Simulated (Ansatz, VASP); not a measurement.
**Two plane-wave programs on ZnW2Se4**

The input INCAR:

```
SYSTEM = ZnW2Se4
PREC = Accurate
ENCUT = 520
EDIFF = 1E-6
ISMEAR = -1
SIGMA = 0.05
LREAL = .False.
LASPH = .True.
NELM = 80
ALGO = Normal
ISIF = 2
LWAVE = .False.
LCHARG = .False.
GGA = PE
NBANDS = 41
```

The input KPOINTS:

```
Automatic mesh
0
Gamma
  9 9 2
  0 0 0
```

Contents of POSCAR:

```
ZnW2Se4
1.0
    3.2890057841      0.0000000000      0.0000000000
   -1.6445028920      2.8483625622      0.0000000000
    0.0000000000      0.0000000000     17.8374779207
W Se Zn
2 4 1
Direct
    0.3333333333      0.6666666667      0.2404290000
    0.0000000000      0.0000000000      0.7742570000
    0.0000000000      0.0000000000      0.3346640000
    0.3333333333      0.6666666667      0.6800160000
    0.3333333333      0.6666666667      0.8682090000
    0.0000000000      0.0000000000      0.1462720000
    0.0000000000      0.0000000000      0.5131540000
```

Contents of input.yaml:

```yaml
crystal:
  lattice:
    - [3.2890057841, 0.0, 0.0]
    - [-1.644502892, 2.8483625622, 0.0]
    - [0.0, 0.0, 17.8374779207]
  atoms:
    - { symbol: W, position: [0.3333333333, 0.6666666667, 0.240429] }
    - { symbol: W, position: [0.0, 0.0, 0.774257] }
    - { symbol: Se, position: [0.0, 0.0, 0.334664] }
    - { symbol: Se, position: [0.3333333333, 0.6666666667, 0.680016] }
    - { symbol: Se, position: [0.3333333333, 0.6666666667, 0.868209] }
    - { symbol: Se, position: [0.0, 0.0, 0.146272] }
    - { symbol: Zn, position: [0.0, 0.0, 0.513154] }
hamiltonian:
  xc: pbe
  pseudopotentials: { kind: paw }
kpoints:
  mp_grid: { grid: [9, 9, 2] }
scf:
  occupations: { method: fermi_dirac, width: 0.05 }
output:
  forces: true
  stress: true
  eigenvalues: true
  write_density: true
  write_potential: true
  elf: true
  volumetric_format: npy
```

Alike in both runs: task single point; functional PBE; k mesh 9 × 9 × 2; occupations fermi-dirac, width 0.05 eV; no spin polarisation.

|  | VASP | Ansatz |
| --- | --- | --- |
| version | VASP 6.6.1 | Ansatz 0.2.0 |
| potentials or method | VASP PAW PBE potentials, release 64 (W_sv, Se, Zn) | Ansatz PAW |
| plane-wave cutoff (eV) | 520 | 420 |
| valence electrons in the cell | 64 | 104 |

|  | VASP | Ansatz | Ansatz less VASP |
| --- | --- | --- | --- |
| gap on the k mesh at the Fermi level (eV) | 0.25 | 0.25 | +0.001 |
| least direct gap on the mesh (eV) | 0.32 | 0.32 | +0.005 |
| pressure (GPa) | 1.8 | 1.6 | -0.24 |
| traceless stress, the component that is largest in VASP (GPa) | 0.36 | 0.30 | -0.064 |
| rms of the force components (eV/Å) | 0.109 | 0.089 | -0.0197 |

Atom by atom the forces differ by 0.020 eV/Å (rms over components). VASP's potentials hold 64 valence electrons a cell and Ansatz's 104, so a difference there can come from the potentials and not from the codes.

Neither program's run includes spin-orbit coupling. Noted on Ansatz's run: odd divisions of the mesh miss points on the zone boundary, where band edges often lie, so the gap on the mesh can be too wide.
